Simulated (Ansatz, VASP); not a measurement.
BN: VASP beside Ansatz

INCAR

```
  PREC = Accurate
  ENCUT = 520
  EDIFF = 1E-6
  ISMEAR = -1
  SIGMA = 0.02
  LREAL = False
  LASPH = True
  NELM = 80
  ALGO = Normal
  ISIF = 2
  LWAVE = False
  LCHARG = True
  GGA = PE
  LELF = True
  LVHAR = True
  NBANDS = 11
```

KPOINTS

```
regular mesh
0
Gamma
  12 12 12
```

POSCAR

```
BN
1.0
    0.0000000000      1.7707142487      1.7707142487
    1.7707142487      0.0000000000      1.7707142487
    1.7707142487      1.7707142487      0.0000000000
B N
1 1
Direct
    0.0000000000      0.0000000000      0.0000000000
    0.2500000000      0.2500000000      0.2500000000
```

Input for Ansatz:

```yaml
crystal:
  lattice:
    - [0.0, 1.7707142487, 1.7707142487]
    - [1.7707142487, 0.0, 1.7707142487]
    - [1.7707142487, 1.7707142487, 0.0]
  atoms:
    - { symbol: B, position: [0.0, 0.0, 0.0] }
    - { symbol: "N", position: [0.25, 0.25, 0.25] }
kpoints:
  mp_grid: { grid: [12, 12, 12] }
  band_path:
    path:
      - [0.0, 0.0, 0.0]
      - [-0.5, -0.5, 0.0]
      - [-0.375, -0.375, 0.25]
      - [-0.375, 0.0, 0.375]
      - [0.0, 0.0, 0.5]
      - [-0.5, -0.25, 0.25]
    npoints: 1
hamiltonian:
  xc: pbe
scf:
  occupations: { method: fermi_dirac, width: 0.02 }
  n_extra_bands: 4
output:
  forces: true
  stress: true
  eigenvalues: true
  write_density: true
  write_potential: true
  elf: true
  volumetric_format: npy
```

Change from the starting cell: hydrostatic strain -1.9%.

Alike in both runs: task single point; functional PBE; k mesh 12 × 12 × 12; occupations fermi-dirac, width 0.02 eV; no spin polarisation.

```csv
,VASP,Ansatz
version,VASP 6.6.1,Ansatz 0.2.0
potentials or method,"VASP PAW PBE potentials, release 64 (B, N)","plane waves, PAW"
plane-wave cutoff (eV),520,420
valence electrons in the cell,8,8
```

```tsv
	VASP	Ansatz	Ansatz less VASP
gap on the k mesh at the Fermi level (eV)	4.52	4.53	+0.013
pressure (GPa)	29.9	29.4	-0.49
```

Both programs put the cell under a high pressure, so it lies far from rest at this level.
